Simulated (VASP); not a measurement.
TiAs, 4 atoms in the cell. Symmetry: P6_3/mmc, No. 194, hexagonal system. The conventional cell has a = 3.604 Å, b = 3.604 Å, c = 6.078 Å, α = 90.00°, β = 90.00°, γ = 120.00°. Ti (site symmetry -3m) has 6 As at 2.58 Å and 2 Ti at 3.04 Å within 3.4 Å. Within 3.4 Å of As (site symmetry -6m2) lie 6 Ti at 2.58 Å. 

| Item | Value |
| --- | --- |
| Program | VASP 6.6.1 |
| Task | single point |
| Functional | PBEsol |
| Potentials or basis | VASP PAW PBE potentials, release 64 (Ti_sv, As) |
| Cutoff | 520 eV |
| k mesh | 12 × 12 × 8 |
| Occupations | gaussian, width 0.1 eV |
| Spin | no spin polarisation |
| Dipole correction | no |
| Further INCAR settings | ALGO = Normal; EDIFF = 1e-06; NBANDS = 25 |

Potentials or basis: VASP PAW PBE potentials, release 64 (Ti_sv, As).

Command:

```console
$ cat potpaw_PBE.64/Ti_sv/POTCAR potpaw_PBE.64/As/POTCAR > POTCAR
$ mpirun -np 1 vasp_std > vasp.out
```

Hardware: 1 thread of AMD EPYC 9R45 96-Core Processor (Zen 5), with other jobs on the host.

Q: How long does it take, and how much memory?

A: It took 94 s on 1 thread of AMD EPYC 9R45 96-Core Processor (Zen 5), on a shared host, peak memory 0.25 GiB. Counts: scf iterations 14, k points 95.
